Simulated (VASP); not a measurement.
# ReRh2 (P6/mmm) in VASP: a series of runs

Runs on ReRh2. Level: PBE. Tasks: single point, relaxation of cell and atoms.

All numbers are computed with VASP 6.6.1; they aren't measurements. Logs are shortened: lines on timing, memory, paths and dates and some standing lists are left out, and cuts for length are marked.

## 1. The cell of the first run

Symmetry: P6/mmm, No. 191, hexagonal system. Conventional cell: a = 4.189 Å, b = 4.189 Å, c = 2.663 Å, α = 90.00°, β = 90.00°, γ = 120.00°. Re (site symmetry 6/mmm) has 2 Re at 2.66 Å and 12 Rh at 2.76 Å within 3.5 Å. Rh (site symmetry -6m2) has 5 Rh at 2.42 to 2.66 Å and 6 Re at 2.76 Å within 3.2 Å.

## 2. Single point, PBE

Contents of INCAR:

```
SYSTEM = ReRh2
PREC = Accurate
ENCUT = 520
EDIFF = 1E-7
ISMEAR = 0
SIGMA = 0.1
LREAL = .FALSE.
LASPH = .TRUE.
NELM = 60
ALGO = Normal
ISIF = 2
LWAVE = .FALSE.
LCHARG = .FALSE.
GGA = PE
NBANDS = 26
```

Contents of KPOINTS:

```
Automatic mesh
0
G
  6 6 6
  0 0 0
```

Contents of POSCAR:

```
ReRh2
1.0
    4.1890105255      0.0000000000      0.0000000000
   -2.0945052628      3.6277895319      0.0000000000
    0.0000000000      0.0000000000      2.6629144068
Re Rh
1 2
Direct
    0.0000000000      0.0000000000      0.0000000000
    0.3333333333      0.6666666667      0.5000000000
    0.6666666667      0.3333333333      0.5000000000
```

Potentials or basis: VASP PAW PBE potentials, release 64 (Re, Rh_pv).

The run is started by

```bash
> cat potpaw_PBE.64/Re/POTCAR potpaw_PBE.64/Rh_pv/POTCAR > POTCAR
> mpirun -np 1 vasp_std > vasp.out
```

OUTCAR:

```text
SYSTEM = ReRh2
   PREC = Accurate
   ENCUT = 520
   EDIFF = 1E-7
   ISMEAR = 0
   LREAL = .FALSE.
   LASPH = .TRUE.
   NELM = 60
   ISIF = 2
   GGA = PE

 ion  position               nearest neighbor table
   1  0.000  0.000  0.000-   2 2.76   3 2.76   2 2.76   3 2.76   3 2.76   3 2.76   2 2.76   2 2.76
                             3 2.76   3 2.76   2 2.76   2 2.76
   2  0.333  0.667  0.500-   3 2.42   3 2.42   3 2.42   1 2.76   1 2.76   1 2.76   1 2.76   1 2.76
                             1 2.76
   3  0.667  0.333  0.500-   2 2.42   2 2.42   2 2.42   1 2.76   1 2.76   1 2.76   1 2.76   1 2.76
                             1 2.76

  LATTYP: Found a hexagonal cell.
 ALAT       =     4.1890105255
 C/A-ratio  =     0.6356905505

  Lattice vectors:

 A1 = (   4.1890105255,   0.0000000000,   0.0000000000)
 A2 = (  -2.0945052628,   3.6277895319,   0.0000000000)
 A3 = (   0.0000000000,   0.0000000000,   2.6629144068)

Analysis of symmetry for initial positions (statically):
=====================================================================
 Subroutine PRICEL returns:
 Original cell was already a primitive cell.

 Routine SETGRP: Setting up the symmetry group for a
 hexagonal supercell.

 Subroutine GETGRP returns: Found 24 space group operations
 (whereof 24 operations were pure point group operations)
 out of a pool of 24 trial point group operations.

The static configuration has the point symmetry D_6h.

Analysis of symmetry for dynamics (positions and initial velocities):
=====================================================================
 Subroutine PRICEL returns:
 Original cell was already a primitive cell.

 Routine SETGRP: Setting up the symmetry group for a
 hexagonal supercell.

 Subroutine GETGRP returns: Found 24 space group operations
 (whereof 24 operations were pure point group operations)
 out of a pool of 24 trial point group operations.

The dynamic configuration has the point symmetry D_6h.

 Subroutine INISYM returns: Found 24 space group operations
 (whereof 24 operations are pure point group operations),
 and found     1 'primitive' translations

----------------------------------------------------------------------------------------

                                     Primitive cell

  volume of cell :      40.4679

  direct lattice vectors                    reciprocal lattice vectors
     4.189010525  0.000000000  0.000000000     0.238719859  0.137824975  0.000000000
    -2.094505263  3.627789532  0.000000000     0.000000000  0.275649949  0.000000000
     0.000000000  0.000000000  2.662914407     0.000000000  0.000000000  0.375528405

  length of vectors
     4.189010525  4.189010526  2.662914407     0.275649949  0.275649949  0.375528405

  position of ions in fractional coordinates (direct lattice)
     0.000000000  0.000000000  0.000000000
     0.333333333  0.666666667  0.500000000
     0.666666667  0.333333333  0.500000000

  ion indices of the primitive-cell ions
   primitive index   ion index
                 1           1
                 2           2
                 3           3

----------------------------------------------------------------------------------------

 KPOINTS: Automatic mesh

Automatic generation of k-mesh.
 Grid dimensions read from file:
 generate k-points for:    6    6    6

 Generating k-lattice:

  Cartesian coordinates                     Fractional coordinates (reciprocal lattice)
     0.039786643  0.022970829  0.000000000     0.166666667  0.000000000  0.000000000
     0.000000000  0.045941658  0.000000000     0.000000000  0.166666667  0.000000000
     0.000000000  0.000000000  0.062588068     0.000000000  0.000000000  0.166666667

  Length of vectors
     0.045941658  0.045941658  0.062588068

  Shift w.r.t. Gamma in fractional coordinates (k-lattice)
     0.000000000  0.000000000  0.000000000

 Subroutine IBZKPT returns following result:
 ===========================================

 Found     28 irreducible k-points:

 Following reciprocal coordinates:
            Coordinates               Weight
  0.000000  0.000000  0.000000      1.000000
  0.166667  0.000000  0.000000      6.000000
  0.333333  0.000000  0.000000      6.000000
  0.500000 -0.000000  0.000000      3.000000
  0.166667  0.166667  0.000000      6.000000
  0.333333  0.166667  0.000000     12.000000
[... 16 lines left out ...]
  0.166667  0.000000  0.500000      6.000000
  0.333333  0.000000  0.500000      6.000000
 [... further k-points ...]
   k-points           NKPTS =     28   k-points in BZ     NKDIM =     28   number of bands    NBANDS=     26
   number of dos      NEDOS =    301   number of ions     NIONS =      3
   total plane-waves  NPLWV =  20480
   dimension x,y,z NGX =    32 NGY =   32 NGZ =   20
   dimension x,y,z NGXF=    64 NGYF=   64 NGZF=   40
   ions per type =               1   2
   NGX,Y,Z   is equivalent  to a cutoff of  12.70, 12.70, 12.49 a.u.
   NGXF,Y,Z  is equivalent  to a cutoff of  25.40, 25.40, 24.97 a.u.
 SYSTEM =  ReRh2
   PREC   = accura    normal or accurate (medium, high low for compatibility)
   ISTART =      0    job   : 0-new  1-cont  2-samecut
   ICHARG =      2    charge: 1-file 2-atom 10-const
   ISPIN  =      1    spin polarized calculation?
   LNONCOLLINEAR =      F non collinear calculations
   LSORBIT =      F    spin-orbit coupling
   LASPH  =      T    aspherical Exc in radial PAW
   ENCUT  =  520.0 eV  38.22 Ry    6.18 a.u.   7.79  7.79  4.95*2*pi/ulx,y,z
   NELM   =     60;   NELMIN=  2; NELMDL= -5     # of ELM steps
   EDIFF  = 0.1E-06   stopping-criterion for ELM
   LREAL  =      F    real-space projection
   EDIFFG = 0.1E-05   stopping-criterion for IOM
   NSW    =      0    number of steps for IOM
   IBRION =     -1    ionic relax: 0-MD 1-quasi-New 2-CG
   NFREE  =      0    steps in history (QN), initial steepest desc. (CG)
   ISIF   =      2    stress and relaxation
   ISYM   =      2    0-nonsym 1-usesym 2-fastsym
   POTIM  = 0.5000    time-step for ionic-motion
   TEBEG  =    0.0;   TEEND  =   0.0 temperature during run
   PSTRESS=    0.0 pullay stress
   NELECT =      37.0000    total number of electrons
   NUPDOWN=      -1.0000    fix difference up-down
   EMIN   =  10.00;   EMAX   =-10.00  energy-range for DOS
   EFERMI =   0.00;   METHOD = LEGACY
   ISMEAR =     0;   SIGMA  =   0.10  broadening in eV -4-tet -1-fermi 0-gaus
   EFERMI_NEDOS =   21; number of points for ismear=-14 and -15
   IALGO  =     38    algorithm
   IMIX   =      4    mixing-type and parameters
     AMIX     =   0.40;   BMIX     =  1.00
     AMIX_MAG =   1.60;   BMIX_MAG =  1.00
  volume/ion in A,a.u.               =      13.49        91.03
  Fermi-wavevector in a.u.,A,eV,Ry     =   1.588931  3.002645 34.350671  2.524703
  Thomas-Fermi vector in A             =   2.687859
   LORBIT       =      0    0 simple, 1 ext, 2 COOP (PROOUT), +10 PAW based schemes
   GGA     = PE    functional components
   LHFCALC =     F    Hartree Fock is set to
   AEXX    =    0.0000 exact exchange contribution
   IVDW    =     0    specifies the selected vdW correction
   LEPSILON=     F    determine dielectric tensor
   LRPA    =     F    only Hartree local field effects (RPA)
 non-spin polarized calculation
 Gauss-broadening in eV      SIGMA  =   0.10
  energy-cutoff  :      520.00
  volume of cell :       40.47
 maximum number of plane-waves:      1102
 NGX is ok and might be reduce to    32
   NGX = 15   NGY = 15   NGZ =  9

 number of electron      36.9999997 magnetization

 Free energy of the ion-electron system (eV)
  ---------------------------------------------------
  ext. energy  EPLUGINS =         0.00000000
  ---------------------------------------------------
  free energy    TOTEN  =       -26.40980219 eV

  energy without entropy =      -26.38886052  energy(sigma->0) =      -26.39933136

 E-fermi :  11.3299     XC(G=0): -14.1932

 val. band max:       11.3274244024   @ k =   0.3333   0.1667   0.0000
 cond. band min:      11.3352096854   @ k =   0.3333   0.3333   0.3333
 fundamental gap:      0.0077852830
 Fermi energy:        11.3298987841

 k-point     1 :       0.0000    0.0000    0.0000
  band No.  band energies     occupation
      1     -36.0478      2.00000
      2     -36.0478      2.00000
      3     -35.3344      2.00000
      4     -35.3344      2.00000
      5     -35.1946      2.00000
      6     -35.0362      2.00000
[... 18 lines left out ...]
     25      21.2912      0.00000
     26      21.5356      0.00000

 k-point     2 :       0.1667    0.0000    0.0000
  band No.  band energies     occupation
      1     -36.0616      2.00000
      2     -36.0122      2.00000
      3     -35.3725      2.00000
      4     -35.3189      2.00000
      5     -35.1856      2.00000
      6     -35.0457      2.00000
[... 18 lines left out ...]
     25      21.3933      0.00000
     26      22.5915      0.00000

 k-point     3 :       0.3333    0.0000    0.0000
  band No.  band energies     occupation
      1     -36.0878      2.00000
      2     -35.9292      2.00000
      3     -35.4599      2.00000
      4     -35.2894      2.00000
      5     -35.1620      2.00000
      6     -35.0701      2.00000
[... 18 lines left out ...]
     25      21.7558      0.00000
     26      25.0653      0.00000

 k-point     4 :       0.5000   -0.0000    0.0000
  band No.  band energies     occupation
      1     -36.1002      2.00000
      2     -35.8764      2.00000
      3     -35.5148      2.00000
      4     -35.2754      2.00000
      5     -35.1431      2.00000
      6     -35.0896      2.00000
[... 18 lines left out ...]
     25      21.9888      0.00000
     26      25.7801      0.00000

 k-point     5 :       0.1667    0.1667    0.0000
  band No.  band energies     occupation
      1     -36.0887      2.00000
      2     -35.9416      2.00000
      3     -35.4449      2.00000
      4     -35.2908      2.00000
      5     -35.1689      2.00000
      6     -35.0630      2.00000
[... 18 lines left out ...]
     25      22.9183      0.00000
     26      22.9261      0.00000

 k-point     6 :       0.3333    0.1667    0.0000
  band No.  band energies     occupation
      1     -36.1172      2.00000
      2     -35.8389      2.00000
      3     -35.5487      2.00000
      4     -35.2619      2.00000
      5     -35.1429      2.00000
      6     -35.0897      2.00000
[... 427 lines left out ...]
 k-point    21 :       0.3333    0.3333    0.3333
  band No.  band energies     occupation
      1     -36.0939      2.00000
      2     -35.6630      2.00000
      3     -35.6630      2.00000
      4     -35.4337      2.00000
      5     -35.4337      2.00000
      6     -35.2177      2.00000
[... 18 lines left out ...]
     25      21.9666      0.00000
     26      23.9548      0.00000

 k-point    22 :       0.0000    0.0000    0.5000
  band No.  band energies     occupation
      1     -35.9965      2.00000
      2     -35.9965      2.00000
      3     -35.6400      2.00000
      4     -35.4382      2.00000
      5     -35.3026      2.00000
      6     -35.3026      2.00000
[... 18 lines left out ...]
     25      21.5537      0.00000
     26      21.5537      0.00000

 k-point    23 :       0.1667    0.0000    0.5000
  band No.  band energies     occupation
      1     -36.0121      2.00000
      2     -35.9633      2.00000
      3     -35.6271      2.00000
      4     -35.4503      2.00000
      5     -35.3360      2.00000
      6     -35.2859      2.00000
[... 18 lines left out ...]
     25      21.3983      0.00000
     26      21.9858      0.00000

 k-point    24 :       0.3333    0.0000    0.5000
  band No.  band energies     occupation
      1     -36.0414      2.00000
      2     -35.8805      2.00000
      3     -35.5945      2.00000
      4     -35.4811      2.00000
      5     -35.4190      2.00000
      6     -35.2545      2.00000
[... 18 lines left out ...]
     25      21.0032      0.00000
     26      22.0504      0.00000

 [... further k-points ...]

------------------------ aborting loop because EDIFF is reached ----------------------------------------

  FORCE on cell =-STRESS in cart. coord.  units (eV):
  Direction    XX          YY          ZZ          XY          YZ          ZX
  --------------------------------------------------------------------------------------
  -------------------------------------------------------------------------------------
  Total        6.9834399      6.9834399      3.6490901     -0.0000000      0.0000000      0.0000000
  in kB      276.4835124    276.4835124    144.4722471     -0.0000000      0.0000000      0.0000000
  external PRESSURE =     232.4797573 kB  Pullay stress =       0.0000000 kB

 VOLUME and BASIS-vectors are now :
 -----------------------------------------------------------------------------
  energy-cutoff  :      520.00
  volume of cell :       40.47
      direct lattice vectors                 reciprocal lattice vectors
     4.189010525  0.000000000  0.000000000     0.238719859  0.137824975  0.000000000
    -2.094505263  3.627789532  0.000000000     0.000000000  0.275649949  0.000000000
     0.000000000  0.000000000  2.662914407     0.000000000  0.000000000  0.375528405

 POSITION                                       TOTAL-FORCE (eV/Angst)
 -----------------------------------------------------------------------------------
      0.00000      0.00000      0.00000         0.000000      0.000000      0.000000
     -0.00000      2.41853      1.33146        -0.000000      0.000000      0.000000
      2.09451      1.20926      1.33146         0.000000      0.000000      0.000000
 -----------------------------------------------------------------------------------
    total drift:                               -0.000000      0.000000      0.000000

  FREE ENERGIE OF THE ION-ELECTRON SYSTEM (eV)
  ---------------------------------------------------
  free  energy   TOTEN  =       -26.4098021917 eV

  energy  without entropy=      -26.3888605238  energy(sigma->0) =      -26.39933136
```

Run time: 32 s. Hardware: 1 thread of Oxide Virtual Turin-like, shared host; peak memory 0.13 GiB.

What came out:

- Free energy: -26.4098 eV
- Pressure: 23.2 GPa
- Band gap on the k mesh: zero (an odd number of electrons rules out a gap without spin polarisation)

Stress tensor (GPa, compression positive):
```
27.65  0.00  0.00
 0.00 27.65  0.00
 0.00  0.00 14.45
```

Caveat: the k points lie up to 0.39 Å⁻¹ apart, too coarse for converged energies and pressures of a metal; spin-orbit coupling is left out, which moves the levels of the heavy elements.

## 3. Single point, PBE

This run uses another cell than the first one, of 14.38 Å³/atom.

Contents of INCAR:

```
PREC = Accurate
ENCUT = 520
EDIFF = 1E-6
ISMEAR = 0
SIGMA = 0.1
LREAL = F
LASPH = T
NELM = 60
ALGO = Fast
ISIF = 2
LWAVE = F
LCHARG = T
GGA = PE
LELF = T
LVHAR = T
NBANDS = 26
```

Contents of KPOINTS:

```
regular mesh
0
Gamma
  6 6 6
```

Contents of POSCAR:

```
ReRh2
1.0
    4.3112458189      0.0000000000      0.0000000000
   -2.1556229095      3.7336484011      0.0000000000
    0.0000000000      0.0000000000      2.6802691597
Re Rh
1 2
Direct
    0.0000000000      0.0000000000      0.0000000000
    0.3333333333      0.6666666667      0.5000000000
    0.6666666667      0.3333333333      0.5000000000
```

Potentials or basis: VASP PAW PBE potentials, release 64 (Re, Rh_pv).

The run is started by

```bash
> cat potpaw_PBE.64/Re/POTCAR potpaw_PBE.64/Rh_pv/POTCAR > POTCAR
> mpirun -np 1 vasp_std > vasp.out
```

Wall time 26 s (1 thread of Oxide Virtual Turin-like, shared host); peak memory 0.13 GiB.

It converged, with:

```yaml
Free_energy: -26.6185 eV
Pressure: 0.1 GPa
Band_gap_on_the_k_mesh: zero (an odd number of electrons rules out a gap without spin polarisation)
```

Stress tensor (GPa, compression positive):
```
0.18 0.00 0.00
0.00 0.18 0.00
0.00 0.00 0.07
```

Levels at points of the mesh, in eV from the Fermi level:
| k point | band 14 | band 15 | band 16 | band 17 | band 18 | band 19 | band 20 | band 21 | band 22 | band 23 |
| --- | --- | --- | --- | --- | --- | --- | --- | --- | --- | --- |
| (0.00, 0.00, 0.00) | -2.67 | -1.92 | -1.92 | -1.78 | -1.78 | -1.01 | -1.01 | 2.27 | 2.27 | 8.41 |
| (0.50, 0.00, 0.00) | -2.52 | -2.41 | -1.56 | -0.93 | 0.02 | 0.31 | 1.02 | 1.02 | 1.57 | 1.73 |
| (0.00, 0.00, 0.50) | -2.63 | -2.26 | -2.26 | 1.39 | 1.43 | 1.43 | 1.82 | 1.82 | 3.35 | 5.74 |
| (0.50, 0.00, 0.50) | -1.99 | -1.23 | -0.99 | -0.97 | -0.57 | 1.29 | 1.48 | 2.55 | 2.71 | 3.38 |

Caveat: the k points lie up to 0.39 Å⁻¹ apart, too coarse for converged energies and pressures of a metal; spin-orbit coupling is left out, which moves the levels of the heavy elements.

(Part 1 of 2 ends here.)
